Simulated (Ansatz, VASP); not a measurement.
# SnO2: VASP beside Ansatz

Contents of INCAR:

```
  PREC = Accurate
  ENCUT = 520
  EDIFF = 1E-6
  ISMEAR = 0
  SIGMA = 0.05
  LREAL = F
  LASPH = T
  NELM = 100
  ALGO = Normal
  ISIF = 2
  LWAVE = F
  LCHARG = F
  GGA = CA
  NBANDS = 35
```

The input KPOINTS:

```
regular mesh
0
Gamma
  10 10 10
```

File POSCAR:

```
SnO2
1.0
   -1.9066685150      1.9066685150      4.6829543671
    1.9066685150     -1.9066685150      4.6829543671
    1.9066685150      1.9066685150     -4.6829543671
Sn O
2 4
Direct
    0.7500000000      0.2500000000      0.5000000000
    0.0000000000      0.0000000000      0.0000000000
    0.7969975834      0.7969975834      0.0000000000
    0.9530024166      0.4530024166      0.5000000000
    0.2030024166      0.2030024166      0.0000000000
    0.5469975834      0.0469975834      0.5000000000
```

Input for Ansatz:

```yaml
crystal:
  lattice:
    - [-1.906668515, 1.906668515, 4.6829543671]
    - [1.906668515, -1.906668515, 4.6829543671]
    - [1.906668515, 1.906668515, -4.6829543671]
  atoms:
    - { symbol: Sn, position: [0.75, 0.25, 0.5] }
    - { symbol: Sn, position: [0.0, 0.0, 0.0] }
    - { symbol: O, position: [0.7969975834, 0.7969975834, 0.0] }
    - { symbol: O, position: [0.9530024166, 0.4530024166, 0.5] }
    - { symbol: O, position: [0.2030024166, 0.2030024166, 0.0] }
    - { symbol: O, position: [0.5469975834, 0.0469975834, 0.5] }
basis:
  ecutwfc: 420
kpoints:
  mp_grid: { grid: [10, 10, 10] }
hamiltonian:
  xc: lda
scf:
  occupations: { method: gaussian, width: 0.05 }
output:
  forces: true
  stress: true
  eigenvalues: true
  write_density: true
  write_potential: true
  elf: true
  volumetric_format: npy
```

Change from the starting cell: strain -0.040 along x and y, -0.080 along z, atoms carried along.

Alike in both runs: task single point; functional LDA; k mesh 10 × 10 × 10; occupations gaussian, width 0.05 eV; no spin polarisation.

```csv
,VASP,Ansatz
version,VASP 6.6.1,Ansatz 0.2.0
potentials or method,"VASP PAW LDA potentials, release 64 (Sn_d, O), cutoff 520 eV","scalar-relativistic, plane waves, PAW"
valence electrons in the cell,52,52
```

Ansatz gave:

* gap on the k mesh at the Fermi level (eV): 3.69
* least direct gap on the mesh (eV): 4.37
* pressure (GPa): 48.1
* traceless stress, the component that is largest in VASP (GPa): 20.15
* rms of the force components (eV/Å): 1.203

Question: Which values does VASP return?

Answer: gap on the k mesh at the Fermi level (eV): 3.72; least direct gap on the mesh (eV): 4.41; pressure (GPa): 49.8; traceless stress, the component that is largest in VASP (GPa): 20.71; rms of the force components (eV/Å): 1.239.

LDA's correlation is that of Perdew and Zunger in VASP and of Perdew and Wang (1992) in Ansatz. Atom by atom the forces differ by 0.036 eV/Å (rms over components). Both programs put the cell under a high pressure, so it lies far from rest at this level.
